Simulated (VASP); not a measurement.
# Ti3Se (P-6m2) in VASP: single point with revPBE

Aim: the single point of Ti3Se with revPBE.

Program: VASP 6.6.1. These are calculated values, not measurements. Logs are shortened: lines on timing, memory, paths and dates and some standing lists are left out, and cuts for length are marked.

## Step 1: The cell of the first run

It takes space group P-6m2 (No. 187, hexagonal). Conventional cell: a = 3.197 Å, b = 3.197 Å, c = 7.943 Å, α = 90.00°, β = 90.00°, γ = 120.00°. Ti (site symmetry 3m) has 3 Se at 2.58 Å and 9 Ti at 2.85 to 3.20 Å within 3.4 Å. Ti (site symmetry -6m2) has 12 Ti at 2.85 to 3.20 Å within 3.8 Å. Se (site symmetry -6m2) has 6 Ti at 2.58 Å and 6 Se at 3.20 Å within 3.4 Å.

## Step 2: Single point, revPBE

The input, INCAR:

```
SYSTEM = Ti3Se
PREC = Accurate
ENCUT = 520
EDIFF = 1E-6
ISMEAR = 1
SIGMA = 0.1
LREAL = .FALSE.
LASPH = .TRUE.
NELM = 60
ALGO = Normal
ISIF = 2
LWAVE = .FALSE.
LCHARG = .FALSE.
GGA = RE
NBANDS = 29
```

The input, KPOINTS:

```
Automatic mesh
0
G
  5 5 2
  0 0 0
```

The input, POSCAR:

```
Ti3Se
1.0
    3.1974460000      0.0000000000      0.0000000000
   -1.5987230000      2.7690690000      0.0000000000
    0.0000000000      0.0000000000      7.9427450000
Ti Se
3 1
Direct
    0.3333333333      0.6666666667      0.2270980000
    0.3333333333      0.6666666667      0.7729020000
    0.6666666667      0.3333333333      0.5000000000
    0.0000000000      0.0000000000      0.0000000000
```

Potentials or basis: VASP PAW PBE potentials, release 64 (Ti_sv, Se).

Command:

```sh
$ cat potpaw_PBE.64/Ti_sv/POTCAR potpaw_PBE.64/Se/POTCAR > POTCAR
$ mpirun -np 1 vasp_std > vasp.out
```

OUTCAR:

```text
SYSTEM = Ti3Se
   PREC = Accurate
   ENCUT = 520
   EDIFF = 1E-6
   ISMEAR = 1
   LREAL = .FALSE.
   LASPH = .TRUE.
   NELM = 60
   ISIF = 2
   GGA = RE

 ion  position               nearest neighbor table
   1  0.333  0.667  0.227-   4 2.58   4 2.58   4 2.58   3 2.85   3 2.85   3 2.85
   2  0.333  0.667  0.773-   4 2.58   4 2.58   4 2.58   3 2.85   3 2.85   3 2.85
   3  0.667  0.333  0.500-   1 2.85   2 2.85   1 2.85   2 2.85   1 2.85   2 2.85
   4  0.000  0.000  0.000-   1 2.58   2 2.58   1 2.58   2 2.58   1 2.58   2 2.58

  LATTYP: Found a hexagonal cell.
 ALAT       =     3.1974460000
 C/A-ratio  =     2.4840904272

  Lattice vectors:

 A1 = (   3.1974460000,   0.0000000000,   0.0000000000)
 A2 = (  -1.5987230000,   2.7690690000,   0.0000000000)
 A3 = (   0.0000000000,   0.0000000000,   7.9427450000)

Analysis of symmetry for initial positions (statically):
=====================================================================
 Subroutine PRICEL returns:
 Original cell was already a primitive cell.

 Routine SETGRP: Setting up the symmetry group for a
 hexagonal supercell.

 Subroutine GETGRP returns: Found 12 space group operations
 (whereof 12 operations were pure point group operations)
 out of a pool of 24 trial point group operations.

The static configuration has the point symmetry D_3h.

Analysis of symmetry for dynamics (positions and initial velocities):
=====================================================================
 Subroutine PRICEL returns:
 Original cell was already a primitive cell.

 Routine SETGRP: Setting up the symmetry group for a
 hexagonal supercell.

 Subroutine GETGRP returns: Found 12 space group operations
 (whereof 12 operations were pure point group operations)
 out of a pool of 24 trial point group operations.

The dynamic configuration has the point symmetry D_3h.

 Subroutine INISYM returns: Found 12 space group operations
 (whereof 12 operations are pure point group operations),
 and found     1 'primitive' translations

----------------------------------------------------------------------------------------

                                     Primitive cell

  volume of cell :      70.3247

  direct lattice vectors                    reciprocal lattice vectors
     3.197446000  0.000000000  0.000000000     0.312749613  0.180566104  0.000000000
    -1.598723000  2.769069000  0.000000000     0.000000000  0.361132207  0.000000000
     0.000000000  0.000000000  7.942745000     0.000000000  0.000000000  0.125901058

  length of vectors
     3.197446000  3.197445599  7.942745000     0.361132162  0.361132207  0.125901058

  position of ions in fractional coordinates (direct lattice)
     0.333333333  0.666666667  0.227098000
     0.333333333  0.666666667  0.772902000
     0.666666667  0.333333333  0.500000000
     0.000000000  0.000000000  0.000000000

  ion indices of the primitive-cell ions
   primitive index   ion index
                 1           1
                 2           2
                 3           3
                 4           4

----------------------------------------------------------------------------------------

 KPOINTS: Automatic mesh

Automatic generation of k-mesh.
 Grid dimensions read from file:
 generate k-points for:    5    5    2

 Generating k-lattice:

  Cartesian coordinates                     Fractional coordinates (reciprocal lattice)
     0.062549923  0.036113221  0.000000000     0.200000000  0.000000000  0.000000000
     0.000000000  0.072226441  0.000000000     0.000000000  0.200000000  0.000000000
     0.000000000  0.000000000  0.062950529     0.000000000  0.000000000  0.500000000

  Length of vectors
     0.072226432  0.072226441  0.062950529

  Shift w.r.t. Gamma in fractional coordinates (k-lattice)
     0.000000000  0.000000000  0.000000000

 Subroutine IBZKPT returns following result:
 ===========================================

 Found     10 irreducible k-points:

 Following reciprocal coordinates:
            Coordinates               Weight
  0.000000  0.000000  0.000000      1.000000
  0.200000  0.000000  0.000000      6.000000
  0.400000 -0.000000  0.000000      6.000000
  0.200000  0.200000  0.000000      6.000000
  0.400000  0.200000  0.000000      6.000000
  0.000000  0.000000  0.500000      1.000000
  0.200000  0.000000  0.500000      6.000000
  0.400000 -0.000000  0.500000      6.000000
  0.200000  0.200000  0.500000      6.000000
  0.400000  0.200000  0.500000      6.000000
   k-points           NKPTS =     10   k-points in BZ     NKDIM =     10   number of bands    NBANDS=     29
   number of dos      NEDOS =    301   number of ions     NIONS =      4
   total plane-waves  NPLWV =  34560
   dimension x,y,z NGX =    24 NGY =   24 NGZ =   60
   dimension x,y,z NGXF=    48 NGYF=   48 NGZF=  120
   ions per type =               3   1
   NGX,Y,Z   is equivalent  to a cutoff of  12.48, 12.48, 12.56 a.u.
   NGXF,Y,Z  is equivalent  to a cutoff of  24.96, 24.96, 25.12 a.u.
 SYSTEM =  Ti3Se
   PREC   = accura    normal or accurate (medium, high low for compatibility)
   ISTART =      0    job   : 0-new  1-cont  2-samecut
   ICHARG =      2    charge: 1-file 2-atom 10-const
   ISPIN  =      1    spin polarized calculation?
   LNONCOLLINEAR =      F non collinear calculations
   LSORBIT =      F    spin-orbit coupling
   LASPH  =      T    aspherical Exc in radial PAW
   ENCUT  =  520.0 eV  38.22 Ry    6.18 a.u.   5.95  5.95 14.77*2*pi/ulx,y,z
   NELM   =     60;   NELMIN=  2; NELMDL= -5     # of ELM steps
   EDIFF  = 0.1E-05   stopping-criterion for ELM
   LREAL  =      F    real-space projection
   EDIFFG = 0.1E-04   stopping-criterion for IOM
   NSW    =      0    number of steps for IOM
   IBRION =     -1    ionic relax: 0-MD 1-quasi-New 2-CG
   NFREE  =      0    steps in history (QN), initial steepest desc. (CG)
   ISIF   =      2    stress and relaxation
   ISYM   =      2    0-nonsym 1-usesym 2-fastsym
   POTIM  = 0.5000    time-step for ionic-motion
   TEBEG  =    0.0;   TEEND  =   0.0 temperature during run
   PSTRESS=    0.0 pullay stress
   NELECT =      42.0000    total number of electrons
   NUPDOWN=      -1.0000    fix difference up-down
   EMIN   =  10.00;   EMAX   =-10.00  energy-range for DOS
   EFERMI =   0.00;   METHOD = LEGACY
   ISMEAR =     1;   SIGMA  =   0.10  broadening in eV -4-tet -1-fermi 0-gaus
   EFERMI_NEDOS =   21; number of points for ismear=-14 and -15
   IALGO  =     38    algorithm
   IMIX   =      4    mixing-type and parameters
     AMIX     =   0.40;   BMIX     =  1.00
     AMIX_MAG =   1.60;   BMIX_MAG =  1.00
  volume/ion in A,a.u.               =      17.58       118.64
  Fermi-wavevector in a.u.,A,eV,Ry     =   1.378654  2.605279 25.860427  1.900688
  Thomas-Fermi vector in A             =   2.503696
   LORBIT       =      0    0 simple, 1 ext, 2 COOP (PROOUT), +10 PAW based schemes
   GGA     = RE    functional components
   LHFCALC =     F    Hartree Fock is set to
   AEXX    =    0.0000 exact exchange contribution
   IVDW    =     0    specifies the selected vdW correction
   LEPSILON=     F    determine dielectric tensor
   LRPA    =     F    only Hartree local field effects (RPA)
 non-spin polarized calculation
 Methfessel and Paxton  Order N= 1 SIGMA  =   0.10
  energy-cutoff  :      520.00
  volume of cell :       70.32
 maximum number of plane-waves:      1918
 NGX is ok and might be reduce to    24
   NGX = 11   NGY = 11   NGZ = 29

 number of electron      42.0000000 magnetization

 Free energy of the ion-electron system (eV)
  ---------------------------------------------------
  ext. energy  EPLUGINS =         0.00000000
  ---------------------------------------------------
  free energy    TOTEN  =       -27.53700605 eV

  energy without entropy =      -27.53657376  energy(sigma->0) =      -27.53686196

 E-fermi :   8.0602     XC(G=0): -11.2794

 val. band max:        8.0391444915   @ k =   0.4000   0.2000   0.0000
 cond. band min:       8.2663168646   @ k =   0.4000   0.2000   0.5000
 fundamental gap:      0.2271723731
 Fermi energy:         8.0602348972

 k-point     1 :       0.0000    0.0000    0.0000
  band No.  band energies     occupation
      1     -49.0078      2.00000
      2     -48.9879      2.00000
      3     -48.8386      2.00000
      4     -25.4466      2.00000
      5     -25.3532      2.00000
      6     -25.0553      2.00000
[... 21 lines left out ...]
     28       9.8248     -0.00000
     29       9.8248     -0.00000

 k-point     2 :       0.2000    0.0000    0.0000
  band No.  band energies     occupation
      1     -48.9939      2.00000
      2     -48.9790      2.00000
      3     -48.8354      2.00000
      4     -25.4088      2.00000
      5     -25.3622      2.00000
      6     -25.1377      2.00000
[... 21 lines left out ...]
     28       9.8289     -0.00000
     29       9.9266     -0.00000

 k-point     3 :       0.4000   -0.0000    0.0000
  band No.  band energies     occupation
      1     -48.9704      2.00000
      2     -48.9647      2.00000
      3     -48.8310      2.00000
      4     -25.3911      2.00000
      5     -25.3521      2.00000
      6     -25.2581      2.00000
[... 21 lines left out ...]
     28      10.5258      0.00000
     29      10.6875      0.00000

 k-point     4 :       0.2000    0.2000    0.0000
  band No.  band energies     occupation
      1     -48.9750      2.00000
      2     -48.9675      2.00000
      3     -48.8318      2.00000
      4     -25.3783      2.00000
      5     -25.3551      2.00000
      6     -25.2263      2.00000
[... 149 lines left out ...]
     28      10.6042      0.00000
     29      10.6861      0.00000

 k-point     9 :       0.2000    0.2000    0.5000
  band No.  band energies     occupation
      1     -48.9734      2.00000
      2     -48.9692      2.00000
      3     -48.8317      2.00000
      4     -25.3759      2.00000
      5     -25.3517      2.00000
      6     -25.2405      2.00000
[... 21 lines left out ...]
     28      10.3044      0.00000
     29      10.8961      0.00000

 k-point    10 :       0.4000    0.2000    0.5000
  band No.  band energies     occupation
      1     -48.9620      2.00000
      2     -48.9613      2.00000
      3     -48.8299      2.00000
      4     -25.3670      2.00000
      5     -25.3318      2.00000
      6     -25.2843      2.00000
[... 21 lines left out ...]
     28      10.8407      0.00000
     29      10.8716      0.00000

------------------------ aborting loop because EDIFF is reached ----------------------------------------

  FORCE on cell =-STRESS in cart. coord.  units (eV):
  Direction    XX          YY          ZZ          XY          YZ          ZX
  --------------------------------------------------------------------------------------
  -------------------------------------------------------------------------------------
  Total        1.0973560      1.0973557      0.7460958      0.0000000      0.0000000     -0.0000000
  in kB       25.0006054     25.0005971     16.9979896      0.0000000      0.0000000     -0.0000000
  external PRESSURE =      22.3330640 kB  Pullay stress =       0.0000000 kB

 VOLUME and BASIS-vectors are now :
 -----------------------------------------------------------------------------
  energy-cutoff  :      520.00
  volume of cell :       70.32
      direct lattice vectors                 reciprocal lattice vectors
     3.197446000  0.000000000  0.000000000     0.312749613  0.180566104  0.000000000
    -1.598723000  2.769069000  0.000000000     0.000000000  0.361132207  0.000000000
     0.000000000  0.000000000  7.942745000     0.000000000  0.000000000  0.125901058

 POSITION                                       TOTAL-FORCE (eV/Angst)
 -----------------------------------------------------------------------------------
     -0.00000      1.84605      1.80378        -0.000000     -0.000000      0.070549
     -0.00000      1.84605      6.13896         0.000000      0.000000     -0.070549
      1.59872      0.92302      3.97137         0.000000     -0.000000      0.000000
      0.00000      0.00000      0.00000        -0.000000     -0.000000      0.000000
 -----------------------------------------------------------------------------------
    total drift:                                0.000000      0.000006     -0.000000

  FREE ENERGIE OF THE ION-ELECTRON SYSTEM (eV)
  ---------------------------------------------------
  free  energy   TOTEN  =       -27.5370060526 eV

  energy  without entropy=      -27.5365737612  energy(sigma->0) =      -27.53686196
```

Run time: 22 s. Hardware: 1 thread of Intel Xeon 6975P-C, shared host; peak memory 0.18 GiB.

Results:

```yaml
Free_energy: -27.5370 eV
Pressure: 2.2 GPa
Largest_force: 0.071 eV/Å
Band_gap_on_the_k_mesh: zero (band 21 reaches 8.56 eV, above the bottom of band 22 at 8.04 eV)
```

Forces on the atoms (eV/Å):
```
Ti   0.000  0.000  0.071
Ti   0.000  0.000 -0.071
Ti   0.000  0.000  0.000
Se   0.000  0.000  0.000
```

Stress tensor (GPa, compression positive):
```
2.50 0.00 0.00
0.00 2.50 0.00
0.00 0.00 1.70
```

Caveat: the k points lie up to 0.45 Å⁻¹ apart; the PAW data sets were made with another functional, which shifts forces and pressure a little.
